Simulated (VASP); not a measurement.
Here is a VASP 6.6.1 calculation.

INCAR

```
PREC = Accurate
ENCUT = 520
EDIFF = 1E-6
ISMEAR = 0
SIGMA = 0.1
LREAL = F
LASPH = T
NELM = 150
ALGO = Normal
ISIF = 2
LWAVE = F
LCHARG = F
ISPIN = 2
MAGMOM = 0.73 0.73 0.73 0.73 0.73 0.73 0.73 0.73
LORBIT = 11
LMAXMIX = 4
GGA = PS
NBANDS = 54
```

Contents of KPOINTS:

```
Automatic mesh
0
Gamma
  8 8 8
```

File POSCAR:

```
Ni
1.0
   -3.4616670203      3.4616670203      0.0000000000
   -3.4616670203      0.0000000000      3.4616670203
    0.0000000000      3.4616670203      3.4616670203
Ni
8
Direct
    0.0000000000      0.0000000000      0.0000000000
    0.5000000000      0.0000000000      0.0000000000
    0.0000000000      0.5000000000      0.0000000000
    0.0000000000      0.0000000000      0.5000000000
    0.5000000000      0.5000000000      0.0000000000
    0.5000000000      0.0000000000      0.5000000000
    0.0000000000      0.5000000000      0.5000000000
    0.5000000000      0.5000000000      0.5000000000
```

Potentials or basis: VASP PAW PBE potentials, release 64 (Ni).

Run with:

```sh
$ cat potpaw_PBE.64/Ni/POTCAR > POTCAR
$ mpirun -np 1 vasp_std > vasp.out
```

(1) Estimate the site moments.

(2) Estimate the pressure.

Answers

(1) Ni +0.59 μB.

(2) -0.1 GPa.

Caveat: the PAW data sets were made with another functional, which shifts forces and pressure a little.
